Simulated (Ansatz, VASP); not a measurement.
AlN: VASP beside Ansatz

```
Al N
1.0
     2.18399   -2.18399    0.00000
     2.18399    0.00000   -2.18399
     9.09983    8.55405    8.55405
Al N
6 6
Direct
  0.66146 0.66146 0.06247
  0.92538 0.92538 0.89580
  0.31425 0.31425 0.22913
  0.61981 0.61981 0.56247
  0.96703 0.96703 0.39580
  0.27260 0.27260 0.72913
  0.63023 0.63023 0.43747
  0.97744 0.97744 0.27080
  0.28301 0.28301 0.60413
  0.58858 0.58858 0.93747
  0.93579 0.93579 0.77080
  0.32466 0.32466 0.10413
```

Alike in both runs: task single point; functional PBE; k mesh 8 × 8 × 2; occupations gaussian, width 0.05 eV; no spin polarisation.

|  | VASP | Ansatz |
| --- | --- | --- |
| version | VASP 6.6.1 | Ansatz 0.2.0 |
| potentials or method | VASP PAW PBE potentials, release 64 (Al, N), cutoff 520 eV | scalar-relativistic, plane waves, PAW |
| valence electrons in the cell | 48 | 48 |

Ansatz gave:

| Quantity | Value |
| --- | --- |
| gap on the k mesh at the Fermi level (eV) | 3.08 |
| least direct gap on the mesh (eV) | 3.51 |
| pressure (GPa) | 4.6 |
| traceless stress, the component that is largest in VASP (GPa) | -2.73 |
| rms of the force components (eV/Å) | 0.218 |

**Question.** Which values does VASP return?

**Answer.** gap on the k mesh at the Fermi level (eV): 3.07; least direct gap on the mesh (eV): 3.51; pressure (GPa): 4.3; traceless stress, the component that is largest in VASP (GPa): -2.74; rms of the force components (eV/Å): 0.219.

Atom by atom the forces differ by 0.001 eV/Å (rms over components).
